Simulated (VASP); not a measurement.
Input of a VASP 6.6.1 run:

POSCAR

```
LiCl
1.0
   -0.0256476000      2.5647600000      2.5647600000
    2.5391124000      0.0000000000      2.5391124000
    2.5647600000      2.5647600000     -0.0256476000
Li Cl
1 1
Direct
    0.0000000000      0.0000000000      0.0000000000
    0.5000000000      0.5000000000      0.5000000000
```

File INCAR.step1:

```
PREC = Accurate
ENCUT = 520
ISMEAR = 0
SIGMA = 0.05
LREAL = F
LASPH = T
NELM = 60
NBANDS = 12
GGA = PE
ALGO = Normal
EDIFF = 1E-4
LWAVE = T
LCHARG = F
```

Contents of INCAR.step2:

```
PREC = Accurate
ENCUT = 520
EDIFF = 1E-6
ISMEAR = 0
SIGMA = 0.05
LREAL = F
LASPH = T
NELM = 60
ALGO = Normal
ISIF = 2
LWAVE = F
LCHARG = F
METAGGA = R2SCAN
LMIXTAU = T
NBANDS = 12
ISTART = 1
```

The input KPOINTS:

```
regular mesh
0
Gamma
  8 8 8
```

Potentials or basis: VASP PAW PBE potentials, release 64 (Li_sv, Cl).

Launch:

```console
$ cat potpaw_PBE.64/Li_sv/POTCAR potpaw_PBE.64/Cl/POTCAR > POTCAR
$ cp INCAR.step1 INCAR
$ mpirun -np 1 vasp_std > vasp.out
$ cp INCAR.step2 INCAR
$ mpirun -np 1 vasp_std > vasp.out
```

(1) What does it give for the band gap on the k mesh?

Answers

(1) 7.23 eV, direct.

Caveat: the cell differs from its parent crystal (strain -0.0200 x Voigt [0, 0, 0, 0, 1, 0]).
